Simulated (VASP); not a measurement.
# Rh in VASP: notebook, part 2 of 2

VASP 6.6.1. Earlier steps stand in the parts before.

**3. Single point, PBE (equal xx and yy strain of +2 %)**

Input file INCAR:

```
PREC     = Accurate       # precision mode
ENCUT    = 520            # plane-wave cutoff, eV
EDIFF    = 1E-6           # SCF threshold, eV
ISMEAR   = -1             # smearing method
SIGMA    = 0.08           # smearing width, eV
LREAL    = False          # projectors in reciprocal space
LASPH    = True           # aspherical terms in the spheres
NELM     = 80             # most SCF steps
ALGO     = Normal         # electronic algorithm
ISIF     = 2              # what is computed and relaxed
LWAVE    = False          # write WAVECAR
LCHARG   = False          # write CHGCAR
GGA      = PE             # functional
NBANDS   = 14             # bands
```

Input file KPOINTS:

```
Automatic mesh
0
Gamma
  16 16 16
```

Input file POSCAR:

```
Rh
1.0
    0.0000000000      1.9395810000      1.9015500000
    1.9395810000      0.0000000000      1.9015500000
    1.9395810000      1.9395810000      0.0000000000
Rh
1
Direct
    0.0000000000      0.0000000000      0.0000000000
```

Potentials or basis: VASP PAW PBE potentials, release 64 (Rh_pv).

On the command line:

```bash
> cat potpaw_PBE.64/Rh_pv/POTCAR > POTCAR
> mpirun -np 1 vasp_std > vasp.out
```

Run time: 24 s. Hardware: 1 thread of AMD EPYC 9R45 (Zen 5), shared host; peak memory 0.14 GiB.

The run converged. Its results:

```yaml
Free_energy: -7.2679 eV
Pressure: -4.2 GPa
```

Stress tensor (GPa, compression positive):
```
-5.56  0.00  0.00
 0.00 -5.56  0.00
 0.00  0.00 -1.37
```

Levels at points of the mesh, in eV from the Fermi level:
```tsv
k point	band 5	band 6	band 7	band 8	band 9	band 10
(0.00, 0.00, 0.00)	-2.95	-2.95	-2.75	-1.05	-0.81	16.03
(0.50, 0.00, 0.00)	-3.06	-2.84	0.49	0.59	0.79	8.25
(0.50, 0.50, 0.00)	-5.60	0.50	0.94	0.94	3.50	12.15
(0.50, 0.00, 0.50)	-5.58	0.51	0.84	1.01	3.09	11.61
```

Caveat: the cell differs from its parent crystal (equal xx and yy strain of +2 %).

**4. Single point, PBE (volume scaled by 0.98)**

Input file INCAR:

```
SYSTEM = Rh
PREC     = Accurate       ! precision mode
ENCUT    = 500            ! plane-wave cutoff, eV
EDIFF    = 1E-6           ! SCF threshold, eV
ISMEAR   = -1             ! smearing method
SIGMA    = 0.08           ! smearing width, eV
LREAL    = .False.        ! projectors in reciprocal space
LASPH    = .True.         ! aspherical terms in the spheres
NELM     = 120            ! most SCF steps
ALGO     = Normal         ! electronic algorithm
ISIF     = 2              ! what is computed and relaxed
LWAVE    = .False.        ! write WAVECAR
LCHARG   = .True.         ! write CHGCAR
GGA      = PE             ! functional
LELF     = .True.         ! ELF
LVHAR    = .True.       
NBANDS   = 14             ! bands
GGA_COMPAT= .False.
```

Input file KPOINTS:

```
regular mesh
0
Gamma
  16 16 16
  0 0 0
```

Input file POSCAR:

```
Rh
1.0
    0.0000000000      1.8887875349      1.8887875349
    1.8887875349      0.0000000000      1.8887875349
    1.8887875349      1.8887875349      0.0000000000
Rh
1
Direct
    0.0000000000      0.0000000000      0.0000000000
```

Potentials or basis: VASP PAW PBE potentials, release 64 (Rh_pv).

On the command line:

```bash
> cat potpaw_PBE.64/Rh_pv/POTCAR > POTCAR
> mpirun -np 1 vasp_std > vasp.out
```

OUTCAR:

```text
SYSTEM = Rh
   PREC = Accurate
   ENCUT = 500
   EDIFF = 1E-6
   ISMEAR = -1
   LREAL = .False.
   LASPH = .True.
   NELM = 120
   ISIF = 2
   GGA = PE

 ion  position               nearest neighbor table
   1  0.000  0.000  0.000-

  LATTYP: Found a face centered cubic cell.
 ALAT       =     3.7775750698

  Lattice vectors:

 A1 = (   0.0000000000,   1.8887875349,   1.8887875349)
 A2 = (   1.8887875349,   0.0000000000,   1.8887875349)
[... 586 lines left out ...]
     14      34.7060      0.00000

 [... further k-points ...]

------------------------ aborting loop because EDIFF is reached ----------------------------------------

  FORCE on cell =-STRESS in cart. coord.  units (eV):
  Direction    XX          YY          ZZ          XY          YZ          ZX
  --------------------------------------------------------------------------------------
  -------------------------------------------------------------------------------------
  Total        1.0262212      1.0262212      1.0262212      0.0000000      0.0000000      0.0000000
  in kB      122.0034881    122.0034881    122.0034881      0.0000000      0.0000000      0.0000000
  external PRESSURE =     122.0034881 kB  Pullay stress =       0.0000000 kB

 VOLUME and BASIS-vectors are now :
 -----------------------------------------------------------------------------
  energy-cutoff  :      500.00
  volume of cell :       13.48
      direct lattice vectors                 reciprocal lattice vectors
     0.000000000  1.888787535  1.888787535    -0.264720087  0.264720087  0.264720087
     1.888787535  0.000000000  1.888787535     0.264720087 -0.264720087  0.264720087
     1.888787535  1.888787535  0.000000000     0.264720087  0.264720087 -0.264720087

 POSITION                                       TOTAL-FORCE (eV/Angst)
 -----------------------------------------------------------------------------------
      0.00000      0.00000      0.00000         0.000000      0.000000      0.000000
 -----------------------------------------------------------------------------------
    total drift:                                0.000000      0.000000      0.000000

  FREE ENERGIE OF THE ION-ELECTRON SYSTEM (eV)
  ---------------------------------------------------
  free  energy   TOTEN  =        -7.2518314274 eV

  energy  without entropy=       -7.2231443568  energy(sigma->0) =       -7.23748789
```

Wall time 33 s (1 thread of Intel Xeon 8259CL, shared host); peak memory 0.14 GiB.

Results:

```yaml
Free_energy: -7.2518 eV
Pressure: 12.2 GPa
```

Levels at points of the mesh, in eV from the Fermi level:
| k point | band 4 | band 5 | band 6 | band 7 | band 8 | band 9 | band 10 | band 11 |
| --- | --- | --- | --- | --- | --- | --- | --- | --- |
| (0.00, 0.00, 0.00) | -8.10 | -3.17 | -3.17 | -3.17 | -1.01 | -1.01 | 15.99 | 20.49 |
| (0.50, 0.00, 0.00) | -6.28 | -3.25 | -3.25 | 0.60 | 0.60 | 0.72 | 8.86 | 15.50 |
| (0.50, 0.50, 0.00) | -6.50 | -6.12 | 0.57 | 1.03 | 1.03 | 3.30 | 12.54 | 13.45 |

**5. Single point, PBE (volume scaled by 1.02)**

Input file INCAR:

```
SYSTEM = Rh
ALGO = Normal
EDIFF = 1E-6
ENCUT = 500
GGA = PE
GGA_COMPAT = .FALSE.
ISIF = 2
ISMEAR = -1
LASPH = .TRUE.
LCHARG = .FALSE.
LREAL = .FALSE.
LWAVE = .FALSE.
NBANDS = 14
NELM = 120
PREC = Accurate
SIGMA = 0.08
```

Input file KPOINTS:

```
k-points
0
G
  16 16 16
  0 0 0
```

Input file POSCAR:

```
Rh
1.0
    0.0000000000      1.9141434134      1.9141434134
    1.9141434134      0.0000000000      1.9141434134
    1.9141434134      1.9141434134      0.0000000000
Rh
1
Direct
    0.0000000000      0.0000000000      0.0000000000
```

Potentials or basis: VASP PAW PBE potentials, release 64 (Rh_pv).

On the command line:

```bash
> cat potpaw_PBE.64/Rh_pv/POTCAR > POTCAR
> mpirun -np 1 vasp_std > vasp.out
```

OUTCAR:

```text
SYSTEM = Rh
   EDIFF = 1E-6
   ENCUT = 500
   GGA = PE
   ISIF = 2
   ISMEAR = -1
   LASPH = .TRUE.
   LREAL = .FALSE.
   NELM = 120
   PREC = Accurate

 ion  position               nearest neighbor table
   1  0.000  0.000  0.000-

  LATTYP: Found a face centered cubic cell.
 ALAT       =     3.8282868268

  Lattice vectors:

 A1 = (   0.0000000000,   1.9141434134,   1.9141434134)
 A2 = (   1.9141434134,   0.0000000000,   1.9141434134)
[... 586 lines left out ...]
     14      33.7321      0.00000

 [... further k-points ...]

------------------------ aborting loop because EDIFF is reached ----------------------------------------

  FORCE on cell =-STRESS in cart. coord.  units (eV):
  Direction    XX          YY          ZZ          XY          YZ          ZX
  --------------------------------------------------------------------------------------
  -------------------------------------------------------------------------------------
  Total        0.0616430      0.0616430      0.0616430      0.0000000      0.0000000      0.0000000
  in kB        7.0411062      7.0411062      7.0411062      0.0000000      0.0000000      0.0000000
  external PRESSURE =       7.0411062 kB  Pullay stress =       0.0000000 kB

 VOLUME and BASIS-vectors are now :
 -----------------------------------------------------------------------------
  energy-cutoff  :      500.00
  volume of cell :       14.03
      direct lattice vectors                 reciprocal lattice vectors
     0.000000000  1.914143413  1.914143413    -0.261213447  0.261213447  0.261213447
     1.914143413  0.000000000  1.914143413     0.261213447 -0.261213447  0.261213447
     1.914143413  1.914143413  0.000000000     0.261213447  0.261213447 -0.261213447

 POSITION                                       TOTAL-FORCE (eV/Angst)
 -----------------------------------------------------------------------------------
      0.00000      0.00000      0.00000         0.000000      0.000000     -0.000000
 -----------------------------------------------------------------------------------
    total drift:                                0.000000     -0.000000      0.000000

  FREE ENERGIE OF THE ION-ELECTRON SYSTEM (eV)
  ---------------------------------------------------
  free  energy   TOTEN  =        -7.2733856893 eV

  energy  without entropy=       -7.2428691503  energy(sigma->0) =       -7.25812742
```

OSZICAR:

```text
N       E                     dE             d eps       ncg     rms          rms(c)
DAV:   1     0.116643536754E+03    0.11664E+03   -0.86344E+03  4068   0.111E+03
DAV:   2    -0.628904338440E+01   -0.12293E+03   -0.11756E+03  4600   0.332E+02
DAV:   3    -0.776702290823E+01   -0.14780E+01   -0.14757E+01  4810   0.403E+01
DAV:   4    -0.777262161622E+01   -0.55987E-02   -0.55984E-02  4720   0.255E+00
DAV:   5    -0.777267260116E+01   -0.50985E-04   -0.50985E-04  4780   0.214E-01    0.966E+00
DAV:   6    -0.729118125137E+01    0.48149E+00   -0.83529E-01  4336   0.125E+01    0.333E+00
DAV:   7    -0.727669358538E+01    0.14488E-01   -0.16806E-02  4648   0.150E+00    0.161E+00
DAV:   8    -0.727350785837E+01    0.31857E-02   -0.32633E-03  4336   0.763E-01    0.176E-01
DAV:   9    -0.727338400048E+01    0.12386E-03   -0.10509E-04  4342   0.142E-01    0.113E-02
DAV:  10    -0.727338550977E+01   -0.15093E-05   -0.32171E-06  4654   0.219E-02    0.288E-03
DAV:  11    -0.727338568926E+01   -0.17949E-06   -0.29748E-07  2198   0.759E-03
   1 F= -.72733857E+01 E0= -.72581274E+01  d E =-.305165E-01
```

stdout:

```text
POSCAR found type information on POSCAR Rh
 POSCAR found :  1 types and       1 ions
 scaLAPACK will be used
 LDA part: xc-table for (Slater+PW92), standard interpolation
 POSCAR, INCAR and KPOINTS ok, starting setup
 FFT: planning ... GRIDC
 FFT: planning ... GRID_SOFT
 FFT: planning ... GRID
 WAVECAR not read
 entering main loop
```

Wall time 32 s (1 thread of Intel Xeon 8259CL, shared host); peak memory 0.14 GiB.

Results:

* Free energy: -7.2734 eV
* Pressure: 0.7 GPa

**6. Overview**

```tsv
cell	cutoff (eV)	gap on the mesh (eV)	pressure (GPa)
a = 2.676, b = 2.676, c = 2.662 Å, angles 60.2, 60.2, 59.7°, 1 atom	520	none	12.1
a = 2.716, b = 2.716, c = 2.743 Å, angles 59.7, 59.7, 60.7°, 1 atom	520	none	-4.2
a = 2.671 Å, angles 60.0°, 1 atom	500	none	12.2
a = 2.707 Å, angles 60.0°, 1 atom	500	none	0.7
```

Alike in all rows: task single point; level PBE; potentials or basis VASP PAW PBE potentials, release 64 (Rh_pv); no spin polarisation; k mesh 16 × 16 × 16; smearing fermi-dirac 0.08 eV.

Total energies depend on the potentials used, so only differences within one code and one set of settings carry meaning.
